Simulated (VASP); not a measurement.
**GaN: single point with PBE**

The system is GaN.

```
Ga N
1.0
     2.37658    2.37658    0.00000
    -2.37658    2.37658    0.00000
     0.00000    0.00000    4.42567
Ga N
2 2
Direct
  0.00000 0.00000 0.00000
  0.50000 0.50000 0.50000
  0.50000 0.00000 0.25000
  0.00000 0.50000 0.75000
```

This cell differs from its parent crystal: biaxial strain in the a-b plane: +4.5 %.

```json
{"Program": "VASP 6.6.1", "Task": "single point", "Functional": "PBE", "Potentials or basis": "VASP PAW PBE potentials, release 64 (Ga_d, N)", "Cutoff": "520 eV", "k mesh": "8 × 8 × 6", "Occupations": "gaussian, width 0.02 eV", "Spin": "no spin polarisation"}
```

The pressure is -9.4 GPa and the band gap on the k mesh is 0.95 eV.

Stress tensor (GPa, compression positive):
```
-11.94   0.00   0.00
  0.00 -11.94   0.00
  0.00   0.00  -4.24
```

Levels at points of the mesh, in eV from the valence-band top:
| k point | band 16 | band 17 | band 18 | band 19 | band 20 | band 21 |
| --- | --- | --- | --- | --- | --- | --- |
| (0.00, 0.00, 0.00) | -0.28 | -0.28 | 0.00 | 0.95 | 2.92 | 5.23 |
| (0.50, 0.00, 0.00) | -2.83 | -1.36 | -1.36 | 5.38 | 5.38 | 6.75 |
| (0.50, 0.50, 0.00) | -2.41 | -2.40 | -2.40 | 3.28 | 3.28 | 6.28 |
| (0.00, 0.00, 0.50) | -1.72 | -1.72 | -1.72 | 4.20 | 4.20 | 6.21 |
| (0.50, 0.00, 0.50) | -1.28 | -0.82 | -0.82 | 3.75 | 3.75 | 8.10 |
| (0.50, 0.50, 0.50) | -3.51 | -3.41 | -3.41 | 6.20 | 6.20 | 7.40 |

Run time: 110 s on 1 thread of Intel Xeon 8259CL, with other jobs on the host, peak memory 0.21 GiB.

Caveat: the cell differs from its parent crystal (biaxial strain in the a-b plane: +4.5 %); the cell stands under tension.
